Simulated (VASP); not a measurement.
The system is PbO.

```xyz
4
Lattice="4.0568 0.0000 0.0000 0.0000 4.0568 0.0000 0.0000 0.0000 5.5971" Properties=species:S:1:pos:R:3 pbc="T T T"
Pb    2.0284    0.0000    1.1900
Pb    0.0000    2.0284    4.4070
O     0.0000    0.0000    0.0000
O     2.0284    2.0284    0.0000
```

Base run:

* Program: VASP 6.6.1
* Functional: PBEsol
* Potentials or basis: VASP PAW PBE potentials, release 64 (Pb_d, O)
* Cutoff: 520 eV
* k mesh: 8 × 8 × 6
* Occupations: gaussian, width 0.05 eV
* Spin: no spin polarisation

Its results: band gap on the k mesh 1.71 eV, indirect (least direct gap 1.84 eV); pressure -3.0 GPa; largest force 0.330 eV/Å.

Problem. The run is repeated on the same cell with these changes: functional from PBEsol to PBE. What comes out?

Solution. Band gap on the k mesh 1.80 eV, indirect (least direct gap 1.90 eV); pressure 0.1 GPa; largest force 0.035 eV/Å.

PBE binds less tightly than PBEsol, so the same cell stands under more pressure.

Caveats: spin-orbit coupling is left out, which moves the levels of the heavy elements; the PAW data sets were made with another functional, which shifts forces and pressure a little (some runs).

A k mesh can miss the band edges.
